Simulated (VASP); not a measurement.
# Al48HO71 (a cell with a defect) in VASP: single point with PBEsol

Aim: the single point of Al48HO71 (a cell with a defect) with PBEsol.

Program: VASP 6.6.1. These are calculated values, not measurements. Logs are shortened: lines on timing, memory, paths and dates and some standing lists are left out, and cuts for length are marked.

### Step 1. The cell of the first run

The cell holds a defect, 120 atoms: a = 9.548 Å, b = 9.548 Å, c = 13.014 Å, α = 90.00°, β = 90.00°, γ = 120.00°.

### Step 2. Single point, PBEsol

INCAR

```
ALGO = Normal ; EDIFF = 1E-6
ENCUT = 520 ; GGA = PS
GGA_COMPAT = False ; ISIF = 2
ISMEAR = -1 ; ISYM = -1
LASPH = True ; LCHARG = False
LREAL = Auto ; LWAVE = False
NBANDS = 352 ; NELECT = 570.0
NELM = 120 ; PREC = Accurate
SIGMA = 0.05
```

KPOINTS

```
explicit points
1
Reciprocal
  0.25000000   0.25000000   0.25000000 1
```

POSCAR

```
Al48HO71
1.0
    9.5478620000      0.0000000000      0.0000000000
   -4.7739310000      8.2686910000      0.0000000000
    0.0000000000      0.0000000000     13.0135760000
Al O H
48 71 1
Direct
    0.3334470000      0.1666610000      0.1851300000
    0.3338430000      0.6664170000      0.1854860000
    0.8335910000      0.1666430000      0.1851710000
    0.8336520000      0.6667460000      0.1851980000
    0.1666130000      0.3334410000      0.0193440000
    0.1668440000      0.8334810000      0.0194070000
[... 112 lines left out ...]
    0.6670050000      0.9863060000      0.9164500000
    0.6683490000      0.5015320000      0.5833940000
```

Potentials or basis: VASP PAW PBE potentials, release 64 (Al, O, H).

Run with:

```sh
> cat potpaw_PBE.64/Al/POTCAR potpaw_PBE.64/O/POTCAR potpaw_PBE.64/H/POTCAR > POTCAR
> mpirun -np 1 vasp_std > vasp.out
```

OUTCAR:

```text
EDIFF = 1E-6
   ENCUT = 520
   GGA = PS
   ISIF = 2
   ISMEAR = -1
   ISYM = -1
   LASPH = True
   LREAL = Auto
   NELECT = 570.0
   NELM = 120
   PREC = Accurate

 ion  position               nearest neighbor table
   1  0.333  0.167  0.185-  49 1.86  61 1.86  59 1.86  65 1.97  53 1.97  88 1.97  41 2.65  21 2.80
                            24 2.80  23 2.80  11 3.21  10 3.22   9 3.23
   2  0.334  0.666  0.185-  62 1.86  50 1.86  60 1.87  54 1.97  89 1.97  66 1.98  42 2.65  24 2.80
                            22 2.80  23 2.80   9 3.22  10 3.22  12 3.22
   3  0.834  0.167  0.185-  57 1.86  51 1.86  63 1.87  90 1.97  55 1.97  67 1.97  43 2.65  21 2.80
                            23 2.80  22 2.80  11 3.21  12 3.23   9 3.23
   4  0.834  0.667  0.185-  64 1.86  58 1.86  52 1.86  91 1.97  56 1.97  68 1.97  44 2.65  22 2.80
                            24 2.80  21 2.80  11 3.22  12 3.23  10 3.23
   5  0.167  0.333  0.019-  65 1.86  90 1.86  54 1.86 104 1.98 116 1.98  80 1.98  45 2.65  42 2.80
                            43 2.80  41 2.80  21 3.22  22 3.22  24 3.23
   6  0.167  0.833  0.019-  66 1.86  91 1.86  53 1.86 117 1.98 105 1.98  81 1.99  46 2.65  41 2.80
                            42 2.80  44 2.80  21 3.22  23 3.22  22 3.22
   7  0.667  0.333  0.019-  88 1.86  67 1.86  56 1.86 106 1.98  82 1.98 118 1.98  47 2.66  43 2.80
                            44 2.80  41 2.80  24 3.23  23 3.23  22 3.23
   8  0.667  0.834  0.019-  55 1.86  89 1.86  68 1.86 119 1.98  83 1.98 107 1.98  48 2.66  44 2.80
                            43 2.80  42 2.80  23 3.22  21 3.22  24 3.23
   9  0.167  0.334  0.314-  50 1.86  61 1.86  57 1.86 100 1.97  72 1.98  76 1.98  13 2.66  17 2.79
                            20 2.79  18 2.79   2 3.22   1 3.23   3 3.23
  10  0.168  0.834  0.314-  62 1.85  49 1.86  58 1.86  77 1.97 101 1.98  73 1.99  14 2.67  19 2.79
                            17 2.81  18 2.81   1 3.22   2 3.22   4 3.23
  11  0.666  0.333  0.312-  59 1.85  52 1.85  63 1.85  74 2.00  78 2.00 102 2.01  15 2.63  20 2.80
                            18 2.81  19 2.81   1 3.21   3 3.21   4 3.22
  12  0.667  0.833  0.314-  60 1.86  64 1.86  51 1.86 103 1.97  79 1.97  75 2.03  16 2.67  19 2.79
                            17 2.80  20 2.81   2 3.22   4 3.23   3 3.23
  13  0.166  0.333  0.518-  70 1.86  94 1.87  96 1.87 100 1.97  76 1.97  72 1.97   9 2.66  38 2.79
                            39 2.79  37 2.80  28 3.20  25 3.22  26 3.23
  14  0.168  0.834  0.519-  97 1.85  69 1.86  95 1.92  73 1.96 101 1.97  77 1.97  10 2.67  40 2.75
                            37 2.79  38 2.79  27 3.22  26 3.24  25 3.25
  15  0.665  0.323  0.514-  98 1.84  92 1.84  74 1.89 120 1.92  78 1.93 102 1.95  11 2.63  39 2.75
                            37 2.78  40 2.94  27 3.20  26 3.26
  16  0.665  0.831  0.519-  93 1.86  71 1.86  99 1.87  79 1.96  75 1.97 103 1.98  12 2.67  38 2.79
                            39 2.80  40 2.82  27 3.23  25 3.24  28 3.26
  17  0.001  0.002  0.351-  72 1.86  77 1.86 103 1.87  57 1.95  49 1.96  64 1.97  21 2.65   9 2.79
                            12 2.80  10 2.81  40 3.17  39 3.21  37 3.22
  18  0.000  0.499  0.352-  76 1.86  73 1.86 102 1.89  63 1.97  50 1.97  58 1.97  22 2.66   9 2.79
                            11 2.81  10 2.81  40 3.19  38 3.22  39 3.24
  19  0.500  0.998  0.351- 101 1.86  74 1.86  79 1.87  62 1.96  51 1.97  59 1.98  23 2.65  10 2.79
                            12 2.79  11 2.81  38 3.23  39 3.24  37 3.24
  20  0.500  0.499  0.352- 100 1.86  75 1.86  78 1.87  61 1.96  60 1.97  52 1.97  24 2.66   9 2.79
                            11 2.80  12 2.81  37 3.23  38 3.23  40 3.26
  21  0.000  0.000  0.147-  55 1.86  91 1.86  65 1.86  49 1.98  57 1.98  64 1.99  17 2.65   1 2.80
                             3 2.80   4 2.80   6 3.22   5 3.22   8 3.22
  22  0.000  0.500  0.148-  66 1.86  90 1.86  56 1.86  50 1.98  63 1.98  58 1.98  18 2.66   4 2.80
                             2 2.80   3 2.80   5 3.22   6 3.22   7 3.23
  23  0.500  1.000  0.147-  53 1.86  89 1.86  67 1.86  59 1.98  51 1.98  62 1.98  19 2.65   3 2.80
                             2 2.80   1 2.80   6 3.22   8 3.22   7 3.23
  24  0.500  0.500  0.148-  88 1.86  54 1.86  68 1.86  60 1.98  52 1.98  61 1.98  20 2.66   2 2.80
                             4 2.80   1 2.80   7 3.23   5 3.23   8 3.23
  25  0.000  0.001  0.648-  94 1.85  69 1.86  99 1.92 110 1.96 112 1.97  85 1.97  29 2.67  36 2.75
                            33 2.79  35 2.79  13 3.22  16 3.24  14 3.25
  26  0.998  0.498  0.648-  98 1.86  70 1.86  95 1.87  84 1.96 111 1.97 113 1.98  30 2.67  35 2.79
                            34 2.80  36 2.82  13 3.23  14 3.24  15 3.26
  27  0.500  1.000  0.649-  71 1.87  97 1.87  92 1.87 114 1.97  87 1.97 108 1.97  31 2.66  35 2.79
                            34 2.79  33 2.80  15 3.20  14 3.22  16 3.23
  28  0.490  0.498  0.653-  93 1.84  96 1.84 109 1.89 120 1.92  86 1.93 115 1.95  32 2.63  34 2.75
                            33 2.78  36 2.94  13 3.20  16 3.26
  29  0.001  0.001  0.853-  80 1.85 117 1.86 107 1.86  85 1.97 112 1.98 110 1.99  25 2.67  45 2.79
                            46 2.81  48 2.81  41 3.22  43 3.22  44 3.23
  30  0.000  0.500  0.853- 106 1.86  81 1.86 116 1.86 113 1.97  84 1.98 111 2.03  26 2.67  45 2.79
                            46 2.80  47 2.81  43 3.22  44 3.23  42 3.23
  31  0.501  0.000  0.853- 119 1.86  82 1.86 105 1.86 114 1.97 108 1.98  87 1.98  27 2.66  46 2.79
                            47 2.79  48 2.79  43 3.22  41 3.23  42 3.23
  32  0.499  0.499  0.855- 104 1.84 118 1.85  83 1.85 109 2.00  86 2.00 115 2.01  28 2.63  47 2.80
                            48 2.81  45 2.81  41 3.21  42 3.21  44 3.22
  33  0.333  0.166  0.686- 108 1.85 112 1.86  86 1.87  69 1.97  92 1.98  96 1.98  37 2.66  28 2.78
                            25 2.79  27 2.80  46 3.22  47 3.23  45 3.24
  34  0.331  0.667  0.686- 113 1.85  87 1.86 109 1.87  97 1.96  70 1.98  93 2.00  38 2.67  28 2.75
                            27 2.79  26 2.80  46 3.21  45 3.24  48 3.24
  35  0.832  0.166  0.686- 114 1.86 110 1.86  84 1.86  71 1.98  94 1.98  98 1.98  39 2.67  27 2.79
                            25 2.79  26 2.79  48 3.22  45 3.23  47 3.23
  36  0.841  0.675  0.691-  85 1.80 111 1.84 115 1.85  99 1.95  95 1.97  25 2.75  40 2.79  26 2.82
                            28 2.94  46 3.17  48 3.19  47 3.26
  37  0.332  0.166  0.481-  72 1.85 101 1.86  78 1.86  69 1.98  96 1.98  92 1.98  33 2.66  15 2.78
                            14 2.79  13 2.80  17 3.22  20 3.23  19 3.24
  38  0.333  0.665  0.481- 100 1.86  73 1.86  79 1.86  70 1.98  97 1.98  93 1.98  34 2.67  13 2.79
                            14 2.79  16 2.79  18 3.22  19 3.23  20 3.23
  39  0.834  0.164  0.481- 103 1.85  76 1.86  74 1.87  94 1.96  71 1.98  98 2.00  35 2.67  15 2.75
                            13 2.79  16 2.80  17 3.21  19 3.24  18 3.24
  40  0.842  0.674  0.476-  77 1.80  75 1.84 102 1.85  95 1.94  99 1.97  14 2.75  36 2.79  16 2.82
                            15 2.94  17 3.17  18 3.19  20 3.26
  41  0.333  0.167  0.982- 117 1.86 104 1.86  82 1.86  53 1.97  65 1.97  88 1.97   1 2.65   6 2.80
                             7 2.80   5 2.80  32 3.21  29 3.22  31 3.23
[... 83 lines left out ...]
 118  0.667  0.487  0.916-  32 1.85  44 1.86  47 1.97   7 1.98
 119  0.667  0.986  0.916-  31 1.86  43 1.86  48 1.97   8 1.98
 120  0.668  0.502  0.583-  28 1.92  15 1.92

IMPORTANT INFORMATION: All symmetrisations will be switched off!
NOSYMM: (Re-)initialisation of all symmetry stuff for point group C_1.

----------------------------------------------------------------------------------------

                                     Primitive cell

  volume of cell :    1027.4000

  direct lattice vectors                    reciprocal lattice vectors
     9.547862000  0.000000000  0.000000000     0.104735489  0.060469063  0.000000000
    -4.773931000  8.268691000  0.000000000     0.000000000  0.120938127  0.000000000
     0.000000000  0.000000000 13.013576000     0.000000000  0.000000000  0.076842829

  length of vectors
     9.547862000  9.547861962 13.013576000     0.120938126  0.120938127  0.076842829

  position of ions in fractional coordinates (direct lattice)
     0.333447000  0.166661000  0.185130000
     0.333843000  0.666417000  0.185486000
     0.833591000  0.166643000  0.185171000
     0.833652000  0.666746000  0.185198000
     0.166613000  0.333441000  0.019344000
     0.166844000  0.833481000  0.019407000
[... 112 lines left out ...]
     0.667005000  0.986306000  0.916450000
     0.668349000  0.501532000  0.583394000

  ion indices of the primitive-cell ions
   primitive index   ion index
                 1           1
                 2           2
                 3           3
                 4           4
                 5           5
                 6           6
[... 99 lines left out ...]
               106         106
               107         107
   k-points           NKPTS =      1   k-points in BZ     NKDIM =      1   number of bands    NBANDS=    352
   number of dos      NEDOS =    301   number of ions     NIONS =    120
   total plane-waves  NPLWV = 508032
   dimension x,y,z NGX =    72 NGY =   72 NGZ =   98
   dimension x,y,z NGXF=   144 NGYF=  144 NGZF=  196
   ions per type =              48  71   1
   NGX,Y,Z   is equivalent  to a cutoff of  12.54, 12.54, 12.52 a.u.
   NGXF,Y,Z  is equivalent  to a cutoff of  25.07, 25.07, 25.04 a.u.
 SYSTEM =  unknown system
   PREC   = accura    normal or accurate (medium, high low for compatibility)
   ISTART =      0    job   : 0-new  1-cont  2-samecut
   ICHARG =      2    charge: 1-file 2-atom 10-const
   ISPIN  =      1    spin polarized calculation?
   LNONCOLLINEAR =      F non collinear calculations
   LSORBIT =      F    spin-orbit coupling
   LASPH  =      T    aspherical Exc in radial PAW
   ENCUT  =  520.0 eV  38.22 Ry    6.18 a.u.  17.75 17.75 24.20*2*pi/ulx,y,z
   NELM   =    120;   NELMIN=  2; NELMDL= -5     # of ELM steps
   EDIFF  = 0.1E-05   stopping-criterion for ELM
   LREAL  =      T    real-space projection
   EDIFFG = 0.1E-04   stopping-criterion for IOM
   NSW    =      0    number of steps for IOM
   IBRION =     -1    ionic relax: 0-MD 1-quasi-New 2-CG
   NFREE  =      0    steps in history (QN), initial steepest desc. (CG)
   ISIF   =      2    stress and relaxation
   ISYM   =     -1    0-nonsym 1-usesym 2-fastsym
   POTIM  = 0.5000    time-step for ionic-motion
   TEBEG  =    0.0;   TEEND  =   0.0 temperature during run
   PSTRESS=    0.0 pullay stress
   NELECT =     570.0000    total number of electrons
   NUPDOWN=      -1.0000    fix difference up-down
   EMIN   =  10.00;   EMAX   =-10.00  energy-range for DOS
   EFERMI =   0.00;   METHOD = LEGACY
   ISMEAR =    -1;   SIGMA  =   0.05  broadening in eV -4-tet -1-fermi 0-gaus
   EFERMI_NEDOS =   21; number of points for ismear=-14 and -15
   IALGO  =     38    algorithm
   IMIX   =      4    mixing-type and parameters
     AMIX     =   0.40;   BMIX     =  1.00
     AMIX_MAG =   1.60;   BMIX_MAG =  1.00
  volume/ion in A,a.u.               =       8.56        57.78
  Fermi-wavevector in a.u.,A,eV,Ry     =   1.345199  2.542058 24.620571  1.809561
  Thomas-Fermi vector in A             =   2.473131
   LORBIT       =      0    0 simple, 1 ext, 2 COOP (PROOUT), +10 PAW based schemes
   GGA     = PS    functional components
   LHFCALC =     F    Hartree Fock is set to
   AEXX    =    0.0000 exact exchange contribution
   IVDW    =     0    specifies the selected vdW correction
   LEPSILON=     F    determine dielectric tensor
   LRPA    =     F    only Hartree local field effects (RPA)
 non-spin polarized calculation
  energy-cutoff  :      520.00
  volume of cell :     1027.40
 maximum number of plane-waves:     27659
 NGX is ok and might be reduce to    70
   NGX = 35   NGY = 35   NGZ = 49

 number of electron     569.9999917 magnetization

 Free energy of the ion-electron system (eV)
  ---------------------------------------------------
  ext. energy  EPLUGINS =         0.00000000
  ---------------------------------------------------
  free energy    TOTEN  =      -945.83145347 eV

  energy without entropy =     -945.83145347  energy(sigma->0) =     -945.83145347

 E-fermi :   7.1006     XC(G=0): -11.8675

 val. band max:        5.8636035810   @ k =   0.2500   0.2500   0.2500
 cond. band min:      12.2983913081   @ k =   0.2500   0.2500   0.2500
 fundamental gap:      6.4347877271
 Fermi energy:         7.1005796321

 k-point     1 :       0.2500    0.2500    0.2500
  band No.  band energies     occupation
      1     -12.9788      2.00000
      2     -12.7535      2.00000
      3     -12.7043      2.00000
      4     -12.7002      2.00000
      5     -12.5005      2.00000
      6     -12.4783      2.00000
[... 289 lines left out ...]
    296      15.0994      0.00000
    297      15.1143      0.00000
 [bands above 297 left out]

------------------------ aborting loop because EDIFF is reached ----------------------------------------

  FORCE on cell =-STRESS in cart. coord.  units (eV):
  Direction    XX          YY          ZZ          XY          YZ          ZX
  --------------------------------------------------------------------------------------
  -------------------------------------------------------------------------------------
  Total      -10.4710677     -9.4616889    -11.3850614      0.8548796      0.4381124     -0.7223819
  in kB      -16.3290907    -14.7550165    -17.7544168      1.3331408      0.6832138     -1.1265173
  external PRESSURE =     -16.2795080 kB  Pullay stress =       0.0000000 kB

 VOLUME and BASIS-vectors are now :
 -----------------------------------------------------------------------------
  energy-cutoff  :      520.00
  volume of cell :     1027.40
      direct lattice vectors                 reciprocal lattice vectors
     9.547862000  0.000000000  0.000000000     0.104735489  0.060469063  0.000000000
    -4.773931000  8.268691000  0.000000000     0.000000000  0.120938127  0.000000000
     0.000000000  0.000000000 13.013576000     0.000000000  0.000000000  0.076842829

 POSITION                                       TOTAL-FORCE (eV/Angst)
 -----------------------------------------------------------------------------------
      2.38808      1.37807      2.40920         0.003282      0.000717      0.005781
      0.00606      5.51040      2.41384         0.001220      0.001171      0.004644
      7.16347      1.37792      2.40974        -0.001059     -0.002491      0.007455
      4.77659      5.51312      2.41009        -0.002610     -0.001106      0.004078
     -0.00103      2.75712      0.25173         0.004218      0.004869     -0.004893
     -2.38598      6.89180      0.25255         0.002625     -0.003311     -0.002905
[... 112 lines left out ...]
      1.65991      8.15546     11.92629         0.002723     -0.006418     -0.004959
      3.98702      4.14701      7.59204         0.007677      0.016840      0.000739
 -----------------------------------------------------------------------------------
    total drift:                               -0.015387     -0.016312     -0.005374

  FREE ENERGIE OF THE ION-ELECTRON SYSTEM (eV)
  ---------------------------------------------------
  free  energy   TOTEN  =      -945.8314534681 eV

  energy  without entropy=     -945.8314534681  energy(sigma->0) =     -945.83145347
```

It took 22 min on 1 thread of AMD EPYC 7R43 (Zen 3), shared host; peak memory 1 GiB.

Results:

```yaml
Free_energy: -945.8315 eV
Largest_force: 0.027 eV/Å
```

Forces on the atoms (eV/Å):
```
Al   0.003  0.001  0.006
Al   0.001  0.001  0.005
Al  -0.001 -0.002  0.007
Al  -0.003 -0.001  0.004
Al   0.004  0.005 -0.005
Al   0.003 -0.003 -0.003
Al   0.003  0.004  0.002
Al   0.000 -0.003  0.000
Al   0.005  0.000  0.013
Al  -0.004 -0.003  0.009
Al  -0.004  0.000  0.013
Al   0.000 -0.002  0.006
Al   0.004 -0.001 -0.003
Al  -0.007 -0.001 -0.002
Al  -0.016  0.019  0.008
Al  -0.012 -0.002 -0.009
Al   0.009 -0.002  0.010
Al   0.001  0.005  0.004
Al  -0.001 -0.004  0.001
Al  -0.004  0.000  0.005
Al  -0.002 -0.003  0.005
Al  -0.003  0.002  0.006
Al  -0.006 -0.001  0.004
Al   0.001  0.000  0.004
Al   0.009 -0.003  0.008
Al   0.005 -0.003 -0.002
Al  -0.004  0.002 -0.004
Al   0.018 -0.002 -0.016
Al  -0.002 -0.007  0.002
Al   0.004 -0.003 -0.006
Al  -0.004 -0.005 -0.004
Al   0.000 -0.004 -0.012
Al   0.004 -0.006 -0.008
Al   0.003 -0.007 -0.010
Al  -0.002 -0.003 -0.003
Al   0.000  0.002 -0.003
Al  -0.006  0.004  0.017
Al   0.001  0.003  0.006
Al  -0.002  0.004  0.011
Al   0.000  0.004 -0.001
Al   0.005  0.004  0.001
Al   0.000 -0.003 -0.003
Al  -0.003  0.005  0.005
Al   0.001 -0.005 -0.001
Al  -0.001  0.001  0.001
Al  -0.001  0.001  0.002
Al   0.001 -0.006 -0.004
Al  -0.002  0.000 -0.005
O   -0.013  0.004 -0.006
O   -0.008  0.000 -0.005
O   -0.003  0.007 -0.003
O   -0.003  0.002 -0.003
O   -0.006  0.005 -0.002
O   -0.009  0.003  0.000
O    0.001  0.006  0.004
O   -0.005  0.004  0.000
O   -0.002 -0.009 -0.008
O    0.005 -0.003  0.000
O    0.000 -0.005 -0.003
O   -0.001 -0.006  0.002
O    0.001  0.006 -0.003
O    0.013  0.001 -0.003
O    0.006  0.003 -0.006
O    0.005  0.009 -0.002
O    0.007 -0.006  0.000
O    0.007 -0.001 -0.001
O    0.006  0.000  0.001
O    0.007  0.002  0.000
O   -0.001  0.006  0.003
O    0.000  0.005  0.005
O    0.000  0.009  0.002
O   -0.002  0.002 -0.011
O   -0.004  0.003 -0.006
O    0.000  0.006 -0.009
O   -0.010 -0.005  0.000
O   -0.002 -0.003 -0.005
O    0.014  0.016 -0.014
O    0.006  0.002 -0.007
O    0.004  0.002 -0.002
O    0.003  0.002 -0.006
O    0.005  0.011  0.001
O   -0.001  0.003  0.002
O    0.000  0.010  0.003
O   -0.005  0.011 -0.002
O    0.001  0.013  0.007
O   -0.003  0.002  0.010
O    0.002  0.005  0.005
O   -0.008 -0.006 -0.002
O   -0.002 -0.004  0.003
O   -0.004 -0.008  0.003
O   -0.003 -0.003  0.000
O   -0.008 -0.006  0.008
O    0.002  0.003 -0.002
O   -0.006 -0.001  0.000
O   -0.014 -0.009  0.008
O    0.002 -0.008 -0.006
O    0.008  0.001  0.003
O    0.008  0.001  0.003
O    0.007 -0.024  0.010
O    0.005  0.001 -0.010
O    0.003 -0.006 -0.004
O   -0.002 -0.010  0.004
O    0.000 -0.002 -0.002
O   -0.006 -0.005  0.005
O   -0.006 -0.002 -0.002
O   -0.005 -0.003  0.001
O   -0.002  0.003  0.000
O    0.006  0.001 -0.002
O    0.000  0.002  0.003
O    0.003 -0.004  0.000
O    0.007 -0.006 -0.003
O   -0.004 -0.001  0.000
O   -0.004 -0.003  0.000
O   -0.001  0.002 -0.001
O   -0.001 -0.002 -0.004
O    0.000 -0.001 -0.002
O    0.004 -0.004 -0.006
O    0.001 -0.007 -0.001
O    0.003 -0.006 -0.005
H    0.008  0.017  0.001
```

Caveat: the cell carries a net charge on a neutralising background, which shifts energy and pressure; the cell is charged against a uniform background, so pressure and absolute levels hang on convention; the PAW data sets were made with another functional, which shifts forces and pressure a little.
